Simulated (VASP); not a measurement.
# Rb (P6/mmm) in VASP: a series of runs

The runs below take Rb through single point, with r2SCAN.

All numbers are computed with VASP 6.6.1; they aren't measurements. Logs are shortened: lines on timing, memory, paths and dates and some standing lists are left out, and cuts for length are marked.

**1. The cell of the first run**

Symmetry: P6/mmm, No. 191, hexagonal system. Conventional cell: a = 8.527 Å, b = 8.527 Å, c = 5.082 Å, α = 90.00°, β = 90.00°, γ = 120.00°.

This isn't the form of Rb at room conditions, which is bcc.

**2. Single point, r2SCAN (106.67 Å³/atom)**

Contents of POSCAR:

```
Rb
1.0
    8.5274452613      0.0000000000      0.0000000000
   -4.2637226307      7.3849842257      0.0000000000
    0.0000000000      0.0000000000      5.0817148689
Rb
3
Direct
    1.0000000000      1.0000000000      1.0000000000
    0.3333333333      0.6666666667      0.5000000000
    0.6666666667      0.3333333333      0.5000000000
```

Contents of INCAR.step1:

```
PREC = Accurate ; ENCUT = 520
ISMEAR = -1 ; SIGMA = 0.1
LREAL = False ; LASPH = True
NELM = 60 ; NBANDS = 20
GGA = PE ; ALGO = Normal
EDIFF = 1E-4 ; LWAVE = True
LCHARG = False
```

Contents of INCAR.step2:

```
PREC = Accurate ; ENCUT = 520
EDIFF = 1E-6 ; ISMEAR = -1
SIGMA = 0.1 ; LREAL = False
LASPH = True ; NELM = 60
ALGO = Normal ; ISIF = 2
LWAVE = False ; LCHARG = True
METAGGA = R2SCAN ; LMIXTAU = True
LELF = True ; LVHAR = True
NBANDS = 20 ; ISTART = 1
```

Contents of KPOINTS:

```
regular mesh
0
Gamma
  5 5 7
```

Potentials or basis: VASP PAW PBE potentials, release 64 (Rb_sv).

Run with:

```console
$ cat potpaw_PBE.64/Rb_sv/POTCAR > POTCAR
$ cp INCAR.step1 INCAR
$ mpirun -np 1 vasp_std > vasp.out
$ cp INCAR.step2 INCAR
$ mpirun -np 1 vasp_std > vasp.out
```

OUTCAR:

```text
PREC = Accurate
   ENCUT = 520
   EDIFF = 1E-6
   ISMEAR = -1
   LREAL = False
   LASPH = True
   NELM = 60
   ISIF = 2
   METAGGA = R2SCAN
   ISTART = 1

 ion  position               nearest neighbor table
   1  0.000  0.000  0.000-   2 5.54   3 5.54   2 5.54   3 5.54   3 5.54   3 5.54   2 5.54   2 5.54
                             3 5.54   3 5.54   2 5.54   2 5.54
   2  0.333  0.667  0.500-   3 4.92   3 4.92   3 4.92   1 5.54   1 5.54   1 5.54   1 5.54   1 5.54
                             1 5.54
   3  0.667  0.333  0.500-   2 4.92   2 4.92   2 4.92   1 5.54   1 5.54   1 5.54   1 5.54   1 5.54
                             1 5.54

  LATTYP: Found a hexagonal cell.
 ALAT       =     8.5274452613
 C/A-ratio  =     0.5959246542

  Lattice vectors:

 A1 = (   8.5274452613,   0.0000000000,   0.0000000000)
 A2 = (  -4.2637226307,   7.3849842257,   0.0000000000)
 A3 = (   0.0000000000,   0.0000000000,   5.0817148689)

Analysis of symmetry for initial positions (statically):
=====================================================================
 Subroutine PRICEL returns:
 Original cell was already a primitive cell.

 Routine SETGRP: Setting up the symmetry group for a
 hexagonal supercell.

 Subroutine GETGRP returns: Found 24 space group operations
 (whereof 24 operations were pure point group operations)
 out of a pool of 24 trial point group operations.

The static configuration has the point symmetry D_6h.

Analysis of symmetry for dynamics (positions and initial velocities):
=====================================================================
 Subroutine PRICEL returns:
 Original cell was already a primitive cell.

 Routine SETGRP: Setting up the symmetry group for a
 hexagonal supercell.

 Subroutine GETGRP returns: Found 24 space group operations
 (whereof 24 operations were pure point group operations)
 out of a pool of 24 trial point group operations.

The dynamic configuration has the point symmetry D_6h.

 Subroutine INISYM returns: Found 24 space group operations
 (whereof 24 operations are pure point group operations),
 and found     1 'primitive' translations

----------------------------------------------------------------------------------------

                                     Primitive cell

  volume of cell :     320.0212

  direct lattice vectors                    reciprocal lattice vectors
     8.527445261  0.000000000  0.000000000     0.117268416  0.067704952  0.000000000
    -4.263722631  7.384984226  0.000000000     0.000000000  0.135409903  0.000000000
     0.000000000  0.000000000  5.081714869     0.000000000  0.000000000  0.196783965

  length of vectors
     8.527445261  8.527445261  5.081714869     0.135409903  0.135409903  0.196783965

  position of ions in fractional coordinates (direct lattice)
     0.000000000  0.000000000  0.000000000
     0.333333333  0.666666667  0.500000000
     0.666666667  0.333333333  0.500000000

  ion indices of the primitive-cell ions
   primitive index   ion index
                 1           1
                 2           2
                 3           3

----------------------------------------------------------------------------------------

 KPOINTS: regular mesh

Automatic generation of k-mesh.
 Grid dimensions read from file:
 generate k-points for:    5    5    7

 Generating k-lattice:

  Cartesian coordinates                     Fractional coordinates (reciprocal lattice)
     0.023453683  0.013540990  0.000000000     0.200000000 -0.000000000  0.000000000
     0.000000000  0.027081981  0.000000000     0.000000000  0.200000000  0.000000000
     0.000000000  0.000000000  0.028111995     0.000000000  0.000000000  0.142857143

  Length of vectors
     0.027081981  0.027081981  0.028111995

  Shift w.r.t. Gamma in fractional coordinates (k-lattice)
     0.000000000  0.000000000  0.000000000

 Subroutine IBZKPT returns following result:
 ===========================================

 Found     20 irreducible k-points:

 Following reciprocal coordinates:
            Coordinates               Weight
  0.000000  0.000000  0.000000      1.000000
  0.200000  0.000000  0.000000      6.000000
  0.400000  0.000000  0.000000      6.000000
  0.200000  0.200000  0.000000      6.000000
  0.400000  0.200000  0.000000      6.000000
  0.000000  0.000000  0.142857      2.000000
[... 12 lines left out ...]
  0.200000  0.200000  0.428571     12.000000
  0.400000  0.200000  0.428571     12.000000
   k-points           NKPTS =     20   k-points in BZ     NKDIM =     20   number of bands    NBANDS=     20
   number of dos      NEDOS =    301   number of ions     NIONS =      3
   total plane-waves  NPLWV = 163840
   dimension x,y,z NGX =    64 NGY =   64 NGZ =   40
   dimension x,y,z NGXF=   128 NGYF=  128 NGZF=   80
   ions per type =               3
   NGX,Y,Z   is equivalent  to a cutoff of  12.48, 12.48, 13.09 a.u.
   NGXF,Y,Z  is equivalent  to a cutoff of  24.95, 24.95, 26.17 a.u.
 SYSTEM =  unknown system
   PREC   = accura    normal or accurate (medium, high low for compatibility)
   ISTART =      1    job   : 0-new  1-cont  2-samecut
   ICHARG =      0    charge: 1-file 2-atom 10-const
   ISPIN  =      1    spin polarized calculation?
   LNONCOLLINEAR =      F non collinear calculations
   LSORBIT =      F    spin-orbit coupling
   LASPH  =      T    aspherical Exc in radial PAW
   ENCUT  =  520.0 eV  38.22 Ry    6.18 a.u.  15.86 15.86  9.45*2*pi/ulx,y,z
   NELM   =     60;   NELMIN=  2; NELMDL=  0     # of ELM steps
   EDIFF  = 0.1E-05   stopping-criterion for ELM
   LREAL  =      F    real-space projection
   EDIFFG = 0.1E-04   stopping-criterion for IOM
   NSW    =      0    number of steps for IOM
   IBRION =     -1    ionic relax: 0-MD 1-quasi-New 2-CG
   NFREE  =      0    steps in history (QN), initial steepest desc. (CG)
   ISIF   =      2    stress and relaxation
   ISYM   =      2    0-nonsym 1-usesym 2-fastsym
   POTIM  = 0.5000    time-step for ionic-motion
   TEBEG  =    0.0;   TEEND  =   0.0 temperature during run
   PSTRESS=    0.0 pullay stress
   NELECT =      27.0000    total number of electrons
   NUPDOWN=      -1.0000    fix difference up-down
   EMIN   =  10.00;   EMAX   =-10.00  energy-range for DOS
   EFERMI =   0.00;   METHOD = LEGACY
   ISMEAR =    -1;   SIGMA  =   0.10  broadening in eV -4-tet -1-fermi 0-gaus
   EFERMI_NEDOS =   21; number of points for ismear=-14 and -15
   IALGO  =     38    algorithm
   IMIX   =      4    mixing-type and parameters
     AMIX     =   0.40;   BMIX     =  1.00
     AMIX_MAG =   1.60;   BMIX_MAG =  1.00
  volume/ion in A,a.u.               =     106.67       719.87
  Fermi-wavevector in a.u.,A,eV,Ry     =   0.718020  1.356861  7.014519  0.515553
  Thomas-Fermi vector in A             =   1.806850
   LORBIT       =      0    0 simple, 1 ext, 2 COOP (PROOUT), +10 PAW based schemes
   METAGGA = R2SCAN    functional components
   LHFCALC =     F    Hartree Fock is set to
   AEXX    =    0.0000 exact exchange contribution
   IVDW    =     0    specifies the selected vdW correction
   LEPSILON=     F    determine dielectric tensor
   LRPA    =     F    only Hartree local field effects (RPA)
 non-spin polarized calculation
  energy-cutoff  :      520.00
  volume of cell :      320.02
 maximum number of plane-waves:      8647
 NGX is ok and might be reduce to    64
   NGX = 31   NGY = 31   NGZ = 19

 number of electron      27.0000000 magnetization

 Free energy of the ion-electron system (eV)
  ---------------------------------------------------
  ext. energy  EPLUGINS =         0.00000000
  ---------------------------------------------------
  free energy    TOTEN  =       -41.75106052 eV

  energy without entropy =      -41.66870555  energy(sigma->0) =      -41.70988304

 E-fermi :  -0.2673     XC(G=0):  -5.3403

 val. band max:       -0.3072314581   @ k =   0.2000   0.2000   0.1429
 cond. band min:      -0.0885641841   @ k =   0.2000   0.0000   0.0000
 fundamental gap:      0.2186672740
 Fermi energy:        -0.2672820661

 k-point     1 :       0.0000    0.0000    0.0000
  band No.  band energies     occupation
      1     -30.4764      2.00000
      2     -30.4736      2.00000
      3     -30.3850      2.00000
      4     -14.0246      2.00000
      5     -14.0246      2.00000
      6     -13.9853      2.00000
[... 12 lines left out ...]
     19       1.2390      0.00000
     20       3.1239      0.00000

 k-point     2 :       0.2000    0.0000    0.0000
  band No.  band energies     occupation
      1     -30.4762      2.00000
      2     -30.4738      2.00000
      3     -30.3850      2.00000
      4     -14.0267      2.00000
      5     -14.0225      2.00000
      6     -13.9866      2.00000
[... 12 lines left out ...]
     19       1.9375      0.00000
     20       3.1730      0.00000

 k-point     3 :       0.4000    0.0000    0.0000
  band No.  band energies     occupation
      1     -30.4756      2.00000
      2     -30.4744      2.00000
      3     -30.3850      2.00000
      4     -14.0298      2.00000
      5     -14.0161      2.00000
      6     -13.9923      2.00000
[... 12 lines left out ...]
     19       2.5732      0.00000
     20       2.5926      0.00000

 k-point     4 :       0.2000    0.2000    0.0000
  band No.  band energies     occupation
      1     -30.4758      2.00000
      2     -30.4742      2.00000
      3     -30.3850      2.00000
      4     -14.0288      2.00000
      5     -14.0178      2.00000
      6     -13.9917      2.00000
[... 337 lines left out ...]
 k-point    19 :       0.2000    0.2000    0.4286
  band No.  band energies     occupation
      1     -30.4746      2.00000
      2     -30.4731      2.00000
      3     -30.3838      2.00000
      4     -14.0238      2.00000
      5     -14.0233      2.00000
      6     -14.0169      2.00000
[... 12 lines left out ...]
     19       2.0507      0.00000
     20       2.2115      0.00000

 k-point    20 :       0.4000    0.2000    0.4286
  band No.  band energies     occupation
      1     -30.4742      2.00000
      2     -30.4736      2.00000
      3     -30.3838      2.00000
      4     -14.0254      2.00000
      5     -14.0219      2.00000
      6     -14.0189      2.00000
[... 12 lines left out ...]
     19       2.0407      0.00000
     20       2.6720      0.00000

------------------------ aborting loop because EDIFF is reached ----------------------------------------

  FORCE on cell =-STRESS in cart. coord.  units (eV):
  Direction    XX          YY          ZZ          XY          YZ          ZX
  --------------------------------------------------------------------------------------
  -------------------------------------------------------------------------------------
  Total       -0.4656817     -0.4656817     -0.4678493      0.0000000      0.0000000      0.0000000
  in kB       -2.3314221     -2.3314221     -2.3422742      0.0000000      0.0000000      0.0000000
  external PRESSURE =      -2.3350395 kB  Pullay stress =       0.0000000 kB

 VOLUME and BASIS-vectors are now :
 -----------------------------------------------------------------------------
  energy-cutoff  :      520.00
  volume of cell :      320.02
      direct lattice vectors                 reciprocal lattice vectors
     8.527445261  0.000000000  0.000000000     0.117268416  0.067704952  0.000000000
    -4.263722631  7.384984226  0.000000000     0.000000000  0.135409903  0.000000000
     0.000000000  0.000000000  5.081714869     0.000000000  0.000000000  0.196783965

 POSITION                                       TOTAL-FORCE (eV/Angst)
 -----------------------------------------------------------------------------------
      0.00000      0.00000      0.00000        -0.000000      0.000000      0.000000
     -0.00000      4.92332      2.54086         0.000000     -0.000000     -0.000000
      4.26372      2.46166      2.54086        -0.000000      0.000000      0.000000
 -----------------------------------------------------------------------------------
    total drift:                                0.000000     -0.000000      0.000000

  FREE ENERGIE OF THE ION-ELECTRON SYSTEM (eV)
  ---------------------------------------------------
  free  energy   TOTEN  =       -41.7510605237 eV

  energy  without entropy=      -41.6687055516  energy(sigma->0) =      -41.70988304
```

Wall time 3.9 min (1 thread of Intel Xeon 6975P-C (Granite Rapids), shared host); peak memory 0.47 GiB.

What came out:

| Property | Result |
| --- | --- |
| Free energy | -41.7511 eV |
| Pressure | -0.2 GPa |
| Band gap on the k mesh | zero (an odd number of electrons rules out a gap without spin polarisation) |

Caveat: the PAW data sets were made with another functional, which shifts forces and pressure a little.

(Part 1 of 3 ends here.)
